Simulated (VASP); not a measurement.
# SrO (Fm-3m) in VASP: settings compared

SrO is run at these levels: r2SCAN+rVV10, PBEsol; tasks: single point, relaxation of cell and atoms.

All numbers are computed with VASP 6.6.1; they aren't measurements. Logs are shortened: lines on timing, memory, paths and dates and some standing lists are left out, and cuts for length are marked.

### Step 1. The cell of the first run

The structure is cubic, space group Fm-3m (No. 225). The conventional cell has a = 5.141 Å, b = 5.141 Å, c = 5.141 Å, α = 90.00°, β = 90.00°, γ = 90.00°. Within 3.4 Å of Sr (site symmetry m-3m) lie 6 O at 2.57 Å. O (site symmetry m-3m) has 6 Sr at 2.57 Å within 3.4 Å.

### Step 2. Single point, r2SCAN+rVV10

Input file POSCAR:

```
SrO
1.0
    0.0000000000      2.5704307473      2.5704307473
    2.5704307473      0.0000000000      2.5704307473
    2.5704307473      2.5704307473      0.0000000000
Sr O
1 1
Direct
    0.0000000000      0.0000000000      0.0000000000
    0.5000000000      0.5000000000      0.5000000000
```

Input file INCAR.step1:

```
SYSTEM = SrO
ALGO = Normal
EDIFF = 1E-5
ENCUT = 660
GGA = PE
GGA_COMPAT = .FALSE.
ISMEAR = -1
LASPH = .TRUE.
LCHARG = .FALSE.
LREAL = .FALSE.
LWAVE = .TRUE.
NBANDS = 15
NELM = 120
PREC = Accurate
SIGMA = 0.03
```

Input file INCAR.step2:

```
SYSTEM = SrO
ALGO = Normal
BPARAM = 11.95
CPARAM = 0.0093
EDIFF = 1E-6
ENCUT = 660
GGA_COMPAT = .FALSE.
ISIF = 2
ISMEAR = -1
ISTART = 1
IVDW_NL = 2
LASPH = .TRUE.
LCHARG = .FALSE.
LMIXTAU = .TRUE.
LREAL = .FALSE.
LUSE_VDW = .TRUE.
LWAVE = .FALSE.
METAGGA = R2SCAN
NBANDS = 15
NELM = 120
PREC = Accurate
SIGMA = 0.03
```

Input file KPOINTS:

```
k-points
0
G
  8 8 8
  0 0 0
```

Potentials or basis: VASP PAW PBE potentials, release 64 (Sr_sv, O).

The run is started by

```
> cat potpaw_PBE.64/Sr_sv/POTCAR potpaw_PBE.64/O/POTCAR > POTCAR
> cp INCAR.step1 INCAR
> mpirun -np 1 vasp_std > vasp.out
> cp INCAR.step2 INCAR
> mpirun -np 1 vasp_std > vasp.out
```

OUTCAR:

```text
SYSTEM = SrO
   BPARAM = 11.95
   EDIFF = 1E-6
   ENCUT = 660
   ISIF = 2
   ISMEAR = -1
   ISTART = 1
   IVDW_NL = 2
   LASPH = .TRUE.
   LREAL = .FALSE.
   METAGGA = R2SCAN
   NELM = 120
   PREC = Accurate

 ion  position               nearest neighbor table
   1  0.000  0.000  0.000-   2 2.57   2 2.57   2 2.57   2 2.57   2 2.57   2 2.57
   2  0.500  0.500  0.500-   1 2.57   1 2.57   1 2.57   1 2.57   1 2.57   1 2.57

  LATTYP: Found a face centered cubic cell.
 ALAT       =     5.1408614946

  Lattice vectors:

 A1 = (   0.0000000000,   2.5704307473,   2.5704307473)
 A2 = (   2.5704307473,   0.0000000000,   2.5704307473)
 A3 = (   2.5704307473,   2.5704307473,   0.0000000000)

Analysis of symmetry for initial positions (statically):
=====================================================================
 Subroutine PRICEL returns:
 Original cell was already a primitive cell.

 Routine SETGRP: Setting up the symmetry group for a
 face centered cubic supercell.

 Subroutine GETGRP returns: Found 48 space group operations
 (whereof 48 operations were pure point group operations)
 out of a pool of 48 trial point group operations.

The static configuration has the point symmetry O_h .

Analysis of symmetry for dynamics (positions and initial velocities):
=====================================================================
 Subroutine PRICEL returns:
 Original cell was already a primitive cell.

 Routine SETGRP: Setting up the symmetry group for a
 face centered cubic supercell.

 Subroutine GETGRP returns: Found 48 space group operations
 (whereof 48 operations were pure point group operations)
 out of a pool of 48 trial point group operations.

The dynamic configuration has the point symmetry O_h .

 Subroutine INISYM returns: Found 48 space group operations
 (whereof 48 operations are pure point group operations),
 and found     1 'primitive' translations

----------------------------------------------------------------------------------------

                                     Primitive cell

  volume of cell :      33.9663

  direct lattice vectors                    reciprocal lattice vectors
     0.000000000  2.570430747  2.570430747    -0.194519926  0.194519926  0.194519926
     2.570430747  0.000000000  2.570430747     0.194519926 -0.194519926  0.194519926
     2.570430747  2.570430747  0.000000000     0.194519926  0.194519926 -0.194519926

  length of vectors
     3.635138024  3.635138024  3.635138024     0.336918396  0.336918396  0.336918396

[... 85 lines left out ...]
   NFREE  =      0    steps in history (QN), initial steepest desc. (CG)
   ISIF   =      2    stress and relaxation
   ISYM   =      2    0-nonsym 1-usesym 2-fastsym
   POTIM  = 0.5000    time-step for ionic-motion
   TEBEG  =    0.0;   TEEND  =   0.0 temperature during run
   PSTRESS=    0.0 pullay stress
   NELECT =      16.0000    total number of electrons
   NUPDOWN=      -1.0000    fix difference up-down
   EMIN   =  10.00;   EMAX   =-10.00  energy-range for DOS
   EFERMI =   0.00;   METHOD = LEGACY
   ISMEAR =    -1;   SIGMA  =   0.03  broadening in eV -4-tet -1-fermi 0-gaus
   EFERMI_NEDOS =   21; number of points for ismear=-14 and -15
   IALGO  =     38    algorithm
   IMIX   =      4    mixing-type and parameters
     AMIX     =   0.40;   BMIX     =  1.00
     AMIX_MAG =   1.60;   BMIX_MAG =  1.00
  volume/ion in A,a.u.               =      16.98       114.61
  Fermi-wavevector in a.u.,A,eV,Ry     =   1.273793  2.407120 22.076120  1.622549
  Thomas-Fermi vector in A             =   2.406597
   LORBIT       =      0    0 simple, 1 ext, 2 COOP (PROOUT), +10 PAW based schemes
   METAGGA = R2SCAN    functional components
   LHFCALC =     F    Hartree Fock is set to
   AEXX    =    0.0000 exact exchange contribution
   IVDW_NL    =     2    kernel type
   BPARAM     =11.9500
   IVDW    =     0    specifies the selected vdW correction
   LEPSILON=     F    determine dielectric tensor
   LRPA    =     F    only Hartree local field effects (RPA)
 non-spin polarized calculation
  energy-cutoff  :      660.00
  volume of cell :       33.97
 maximum number of plane-waves:      1325
   NGX = 15   NGY = 15   NGZ = 15

 number of electron      15.9999997 magnetization

 Free energy of the ion-electron system (eV)
  ---------------------------------------------------
  ext. energy  EPLUGINS =         0.00000000
  ---------------------------------------------------
  free energy    TOTEN  =       -26.66130176 eV

  energy without entropy =      -26.66130176  energy(sigma->0) =      -26.66130176

 E-fermi :   1.9621     XC(G=0): -10.6465

 val. band max:        1.3188281589   @ k =   0.0000   0.0000   0.0000
 cond. band min:       5.0182446624   @ k =   0.5000   0.5000   0.0000
 fundamental gap:      3.6994165036
 Fermi energy:         1.9621100477

 k-point     1 :       0.0000    0.0000    0.0000
  band No.  band energies     occupation
      1     -32.1064      2.00000
      2     -14.7084      2.00000
      3     -13.1311      2.00000
      4     -13.1311      2.00000
      5     -13.1311      2.00000
      6       1.3188      2.00000
      7       1.3188      2.00000
      8       1.3188      2.00000
      9       5.9155      0.00000
     10       8.0824      0.00000
     11       8.0824      0.00000
     12       8.0824      0.00000
     13      10.4269      0.00000
     14      10.4269      0.00000
[... 401 lines left out ...]
      2     -15.7449      2.00000
      3     -13.5137      2.00000
      4     -13.3626      2.00000
      5     -12.4677      2.00000
      6      -0.2312      2.00000
      7       0.4591      2.00000
      8       0.5386      2.00000
      9       8.2049      0.00000
     10       8.5766      0.00000
     11      11.3339      0.00000
     12      11.4582      0.00000
     13      13.7009      0.00000
     14      14.9924      0.00000
     15      15.6889      0.00000

 [... further k-points ...]
[... 5 lines left out ...]
  --------------------------------------------------------------------------------------
  -------------------------------------------------------------------------------------
  Total        0.1131346      0.1131346      0.1131346      0.0000000      0.0000000      0.0000000
  in kB        5.3365199      5.3365199      5.3365199      0.0000000      0.0000000      0.0000000
  external PRESSURE =       5.3365199 kB  Pullay stress =       0.0000000 kB

 VOLUME and BASIS-vectors are now :
 -----------------------------------------------------------------------------
  energy-cutoff  :      660.00
  volume of cell :       33.97
      direct lattice vectors                 reciprocal lattice vectors
     0.000000000  2.570430747  2.570430747    -0.194519926  0.194519926  0.194519926
     2.570430747  0.000000000  2.570430747     0.194519926 -0.194519926  0.194519926
     2.570430747  2.570430747  0.000000000     0.194519926  0.194519926 -0.194519926

 POSITION                                       TOTAL-FORCE (eV/Angst)
 -----------------------------------------------------------------------------------
      0.00000      0.00000      0.00000         0.000000      0.000000     -0.000000
      2.57043      2.57043      2.57043        -0.000000     -0.000000      0.000000
 -----------------------------------------------------------------------------------
    total drift:                                0.000000      0.000000      0.000000

  FREE ENERGIE OF THE ION-ELECTRON SYSTEM (eV)
  ---------------------------------------------------
  free  energy   TOTEN  =       -26.6613017625 eV

  energy  without entropy=      -26.6613017625  energy(sigma->0) =      -26.66130176
```

Wall time 4 min (1 thread of Intel Xeon 8259CL, shared host); peak memory 0.29 GiB.

What came out:

```yaml
Free_energy: -26.6613 eV
Pressure: 0.5 GPa
Band_gap_on_the_k_mesh: 3.70 eV, indirect (least direct gap 3.78 eV)
```

Levels at points of the mesh, in eV from the valence-band top:
```csv
k point,band 5,band 6,band 7,band 8,band 9,band 10,band 11,band 12
"(0.00, 0.00, 0.00)",-14.45,0.00,0.00,0.00,4.60,6.76,6.76,6.76
"(0.50, 0.00, 0.00)",-13.44,-2.13,-1.13,-1.13,7.09,9.01,9.49,9.49
"(0.50, 0.50, 0.00)",-14.81,-0.43,-0.08,-0.08,3.70,8.51,10.95,11.05
```

Caveat: the PAW data sets were made with another functional, which shifts forces and pressure a little. r2SCAN opens gaps a little over a GGA but as a rule still falls short of measured ones.

### Step 3. Relaxation of cell and atoms, PBEsol

This run uses another cell than the first one, of 16.64 Å³/atom, 0.980 times its volume.

Input file INCAR:

```
SYSTEM = SrO
PREC = Accurate ; ENCUT = 600
EDIFF = 1E-7 ; ISMEAR = -1
SIGMA = 0.03 ; LREAL = .False.
LASPH = .True. ; NELM = 120
ALGO = Normal ; ISIF = 3
LWAVE = .False. ; LCHARG = .False.
GGA = PS ; IBRION = 2
NSW = 100 ; EDIFFG = -0.01
GGA_COMPAT = .False. ; NELMIN = 4
```

Input file KPOINTS:

```
Automatic mesh
0
Gamma
  8 8 8
  0 0 0
```

Input file POSCAR:

```
SrO
1.0
    0.0000000000      2.5529130000      2.5529130000
    2.5529130000      0.0000000000      2.5529130000
    2.5529130000      2.5529130000      0.0000000000
Sr O
1 1
Direct
    0.0000000000      0.0000000000      0.0000000000
    0.5000000000      0.5000000000      0.5000000000
```

Potentials or basis: VASP PAW PBE potentials, release 64 (Sr_sv, O).

The run is started by

```
> cat potpaw_PBE.64/Sr_sv/POTCAR potpaw_PBE.64/O/POTCAR > POTCAR
> mpirun -np 1 vasp_std > vasp.out
```

Run time: 84 s. Hardware: 1 thread of Intel Xeon 8259CL, shared host; peak memory 0.18 GiB.

Results (log left out):

- Free energy: -12.6405 eV
- Relaxed volume: 16.90 Å³/atom
- Relaxed cell: a = 3.629 Å, b = 3.629 Å, c = 3.629 Å, α = 60.00°, β = 60.00°, γ = 60.00°
- Space group after relaxing (to 0.05 Å): Fm-3m (No. 225)
- Energy gained by relaxing: 1.2 meV/atom
- Ionic steps: 3
- Pressure after relaxing: 0.0 GPa
- Band gap on the k mesh: 3.15 eV, indirect (least direct gap 3.24 eV)

Step by step:
| step | energy change (eV) | largest force (eV/Å) | pressure (GPa) | volume (Å³) |
| --- | --- | --- | --- | --- |
| 1 | 0.0000 | 0.0000 | 1.52 | 33.28 |
| 2 | -0.0020 | 0.0000 | -0.65 | 34.04 |
| 3 | -0.0025 | 0.0000 | 0.00 | 33.80 |

Final structure:
```xyz
2
Lattice="0.0000 2.5663 2.5663 2.5663 0.0000 2.5663 2.5663 2.5663 0.0000" Properties=species:S:1:pos:R:3 pbc="T T T"
Sr    0.0000    0.0000    0.0000
O     2.5663    2.5663    2.5663
```

Levels at points of the mesh, in eV from the valence-band top:
| k point | band 4 | band 5 | band 6 | band 7 | band 8 | band 9 | band 10 | band 11 | band 12 |
| --- | --- | --- | --- | --- | --- | --- | --- | --- | --- |
| (0.00, 0.00, 0.00) | -13.86 | -13.86 | 0.00 | 0.00 | 0.00 | 3.86 | 6.17 | 6.17 | 6.17 |
| (0.50, 0.00, 0.00) | -13.95 | -12.67 | -2.24 | -1.16 | -1.16 | 6.51 | 8.33 | 8.88 | 8.88 |
| (0.50, 0.50, 0.00) | -14.25 | -14.25 | -0.43 | -0.08 | -0.08 | 3.15 | 7.80 | 10.23 | 10.27 |

Caveat: the PAW data sets were made with another functional, which shifts forces and pressure a little. A k mesh can miss the band edges.

[end of part 1 of 2]
